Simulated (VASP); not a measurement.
# ZnCd3O (Pm-3m) in VASP: a series of runs, part 2 of 2

VASP 6.6.1. Earlier steps stand in the parts before.

## Step 3: Relaxation of cell and atoms, PBE

This run uses another cell than the first one, of 19.90 Å³/atom, 0.890 times its volume.

INCAR reads:

```
SYSTEM = ZnCd3O
PREC = Accurate ; ENCUT = 600
EDIFF = 1E-7 ; ISMEAR = 0
SIGMA = 0.1 ; LREAL = .FALSE.
LASPH = .TRUE. ; NELM = 60
ALGO = Normal ; ISIF = 3
LWAVE = .FALSE. ; LCHARG = .FALSE.
GGA = PE ; IBRION = 2
NSW = 100 ; EDIFFG = -0.01
```

KPOINTS reads:

```
regular mesh
0
G
  8 8 8
  0 0 0
```

POSCAR reads:

```
ZnCd3O
1.0
    4.6342087229      0.0000000000      0.0000000000
    0.0000000000      4.6342087229      0.0000000000
    0.0000000000      0.0000000000      4.6342087229
Zn Cd O
1 3 1
Direct
    0.5000000000      0.5000000000      0.5000000000
    0.5000000000      0.0000000000      0.0000000000
    0.0000000000      0.5000000000      0.0000000000
    0.0000000000      0.0000000000      0.5000000000
    0.0000000000      0.0000000000      0.0000000000
```

Potentials or basis: VASP PAW PBE potentials, release 64 (Zn, Cd, O).

Run with:

```
cat potpaw_PBE.64/Zn/POTCAR potpaw_PBE.64/Cd/POTCAR potpaw_PBE.64/O/POTCAR > POTCAR
mpirun -np 1 vasp_std > vasp.out
```

OUTCAR:

```text
SYSTEM = ZnCd3O
   PREC = Accurate
   ENCUT = 600
   EDIFF = 1E-7
   ISMEAR = 0
   LREAL = .FALSE.
   LASPH = .TRUE.
   NELM = 60
   ISIF = 3
   GGA = PE
   IBRION = 2
   NSW = 100
   EDIFFG = -0.01

 ion  position               nearest neighbor table
   1  0.500  0.500  0.500-   2 3.28   3 3.28   4 3.28   2 3.28   3 3.28   2 3.28   4 3.28   2 3.28
                             3 3.28   4 3.28   3 3.28   4 3.28
   2  0.500  0.000  0.000-   5 2.32   5 2.32   4 3.28   1 3.28   1 3.28   4 3.28   1 3.28   3 3.28
                             1 3.28   3 3.28   4 3.28   3 3.28   4 3.28   3 3.28
   3  0.000  0.500  0.000-   5 2.32   5 2.32   4 3.28   1 3.28   1 3.28   4 3.28   2 3.28   4 3.28
                             2 3.28   4 3.28   1 3.28   2 3.28   1 3.28   2 3.28
   4  0.000  0.000  0.500-   5 2.32   5 2.32   3 3.28   1 3.28   2 3.28   3 3.28   2 3.28   1 3.28
                             3 3.28   3 3.28   1 3.28   2 3.28   2 3.28   1 3.28
   5  0.000  0.000  0.000-   2 2.32   3 2.32   4 2.32   4 2.32   3 2.32   2 2.32

  LATTYP: Found a simple cubic cell.
 ALAT       =     4.6342087229

  Lattice vectors:

 A1 = (   4.6342087229,   0.0000000000,   0.0000000000)
 A2 = (   0.0000000000,   4.6342087229,   0.0000000000)
 A3 = (   0.0000000000,   0.0000000000,   4.6342087229)

Analysis of symmetry for initial positions (statically):
=====================================================================
 Subroutine PRICEL returns:
 Original cell was already a primitive cell.

 Routine SETGRP: Setting up the symmetry group for a
 simple cubic supercell.

 Subroutine GETGRP returns: Found 48 space group operations
 (whereof 48 operations were pure point group operations)
 out of a pool of 48 trial point group operations.

The static configuration has the point symmetry O_h .

Analysis of symmetry for dynamics (positions and initial velocities):
=====================================================================
 Subroutine PRICEL returns:
 Original cell was already a primitive cell.

 Routine SETGRP: Setting up the symmetry group for a
 simple cubic supercell.

 Subroutine GETGRP returns: Found 48 space group operations
 (whereof 48 operations were pure point group operations)
 out of a pool of 48 trial point group operations.

The dynamic configuration has the point symmetry O_h .

 Subroutine INISYM returns: Found 48 space group operations
 (whereof 48 operations are pure point group operations),
 and found     1 'primitive' translations

----------------------------------------------------------------------------------------

                                     Primitive cell

  volume of cell :      99.5238

  direct lattice vectors                    reciprocal lattice vectors
     4.634208723  0.000000000  0.000000000     0.215786569  0.000000000  0.000000000
     0.000000000  4.634208723  0.000000000     0.000000000  0.215786569  0.000000000
     0.000000000  0.000000000  4.634208723     0.000000000  0.000000000  0.215786569

  length of vectors
[... 122 lines left out ...]
  energy-cutoff  :      600.00
  volume of cell :       99.52
 maximum number of plane-waves:      3362
 NGX is ok and might be reduce to    40
   NGX = 19   NGY = 19   NGZ = 19

--------------------------------------- Ionic step        1  -------------------------------------------

 number of electron      54.0000024 magnetization

 Free energy of the ion-electron system (eV)
  ---------------------------------------------------
  ext. energy  EPLUGINS =         0.00000000
  ---------------------------------------------------
  free energy    TOTEN  =        -8.52487977 eV

  energy without entropy =       -8.51354152  energy(sigma->0) =       -8.51921065

------------------------ aborting loop because EDIFF is reached ----------------------------------------

  FORCE on cell =-STRESS in cart. coord.  units (eV):
  Direction    XX          YY          ZZ          XY          YZ          ZX
  --------------------------------------------------------------------------------------
  -------------------------------------------------------------------------------------
  Total        0.3295605      0.3295605      0.3295605     -0.0000000     -0.0000000      0.0000000
  in kB        5.3054106      5.3054106      5.3054106     -0.0000000     -0.0000000      0.0000000
  external PRESSURE =       5.3054106 kB  Pullay stress =       0.0000000 kB

 VOLUME and BASIS-vectors are now :
 -----------------------------------------------------------------------------
  energy-cutoff  :      600.00
  volume of cell :       99.52
      direct lattice vectors                 reciprocal lattice vectors
     4.634208723  0.000000000  0.000000000     0.215786569  0.000000000  0.000000000
     0.000000000  4.634208723  0.000000000     0.000000000  0.215786569  0.000000000
     0.000000000  0.000000000  4.634208723     0.000000000  0.000000000  0.215786569

 POSITION                                       TOTAL-FORCE (eV/Angst)
 -----------------------------------------------------------------------------------
      2.31710      2.31710      2.31710         0.000000      0.000000      0.000000
      2.31710      0.00000      0.00000         0.000000      0.000000      0.000000
      0.00000      2.31710      0.00000         0.000000      0.000000      0.000000
      0.00000      0.00000      2.31710         0.000000      0.000000      0.000000
      0.00000      0.00000      0.00000         0.000000      0.000000      0.000000
 -----------------------------------------------------------------------------------
    total drift:                               -0.000000      0.000000     -0.000000

  FREE ENERGIE OF THE ION-ELECTRON SYSTEM (eV)
  ---------------------------------------------------
  free  energy   TOTEN  =        -8.5248797743 eV

  energy  without entropy=       -8.5135415166  energy(sigma->0) =       -8.51921065

--------------------------------------- Ionic step        2  -------------------------------------------

 number of electron      54.0000033 magnetization

 Free energy of the ion-electron system (eV)
  ---------------------------------------------------
  ext. energy  EPLUGINS =         0.00000000
  ---------------------------------------------------
  free energy    TOTEN  =        -8.52634144 eV

  energy without entropy =       -8.51484370  energy(sigma->0) =       -8.52059257

 E-fermi :   2.1880     XC(G=0): -10.4293

 val. band max:        2.1863870772   @ k =   0.5000   0.2500   0.0000
 cond. band min:       2.2091993008   @ k =   0.2500   0.1250   0.0000
 fundamental gap:      0.0228122236
 Fermi energy:         2.1880096887

 k-point     1 :       0.0000    0.0000    0.0000
  band No.  band energies     occupation
      1     -16.8268      2.00000
      2      -7.0243      2.00000
      3      -7.0243      2.00000
      4      -7.0243      2.00000
      5      -6.8561      2.00000
      6      -6.8561      2.00000
[... 829 lines left out ...]
     31       5.5963      0.00000
     32       7.2695      0.00000

 [... further k-points ...]
[... 5 lines left out ...]
  --------------------------------------------------------------------------------------
  -------------------------------------------------------------------------------------
  Total       -0.0163119     -0.0163119     -0.0163119     -0.0000000      0.0000000     -0.0000000
  in kB       -0.2601067     -0.2601067     -0.2601067     -0.0000000      0.0000000     -0.0000000
  external PRESSURE =      -0.2601067 kB  Pullay stress =       0.0000000 kB

 VOLUME and BASIS-vectors are now :
 -----------------------------------------------------------------------------
  energy-cutoff  :      600.00
  volume of cell :      100.48
      direct lattice vectors                 reciprocal lattice vectors
     4.648944463 -0.000000000  0.000000000     0.215102591  0.000000000  0.000000000
    -0.000000000  4.648944463  0.000000000     0.000000000  0.215102591  0.000000000
    -0.000000000 -0.000000000  4.648944463    -0.000000000 -0.000000000  0.215102591

 POSITION                                       TOTAL-FORCE (eV/Angst)
 -----------------------------------------------------------------------------------
      2.32447      2.32447      2.32447        -0.000000      0.000000      0.000000
      2.32447     -0.00000      0.00000         0.000000     -0.000000      0.000000
     -0.00000      2.32447      0.00000         0.000000     -0.000000      0.000000
     -0.00000     -0.00000      2.32447         0.000000      0.000000      0.000000
      0.00000      0.00000      0.00000         0.000000     -0.000000      0.000000
 -----------------------------------------------------------------------------------
    total drift:                               -0.000000      0.000000     -0.000000

  FREE ENERGIE OF THE ION-ELECTRON SYSTEM (eV)
  ---------------------------------------------------
  free  energy   TOTEN  =        -8.5263414385 eV

  energy  without entropy=       -8.5148436956  energy(sigma->0) =       -8.52059257

 reached required accuracy - stopping structural energy minimisation
```

Wall time 1.8 min (1 thread of Intel Xeon 6975P-C (Granite Rapids), shared host); peak memory 0.33 GiB.

What came out:

| Property | Result |
| --- | --- |
| Free energy | -8.5263 eV |
| Relaxed volume | 20.10 Å³/atom |
| Relaxed cell | a = 4.649 Å, b = 4.649 Å, c = 4.649 Å, α = 90.00°, β = 90.00°, γ = 90.00° |
| Space group after relaxing (to 0.05 Å) | Pm-3m (No. 221) |
| Energy gained by relaxing | 0.3 meV/atom |
| Ionic steps | 2 |
| Pressure after relaxing | 0.0 GPa |
| Band gap on the k mesh | zero (band 27 reaches 3.48 eV, above the bottom of band 28 at 0.37 eV) |

The path:
```
step  energy change (eV)  largest force (eV/Å)  pressure (GPa)  volume (Å³)
   1              0.0000                0.0000            0.53        99.52
   2             -0.0015                0.0000           -0.03       100.48
```

Final structure:
```
CELL_PARAMETERS angstrom
4.64894 0.00000 0.00000
0.00000 4.64894 0.00000
0.00000 0.00000 4.64894
ATOMIC_POSITIONS crystal
Zn 0.50000 0.50000 0.50000
Cd 0.50000 0.00000 0.00000
Cd 0.00000 0.50000 0.00000
Cd 0.00000 0.00000 0.50000
O 0.00000 0.00000 0.00000
```
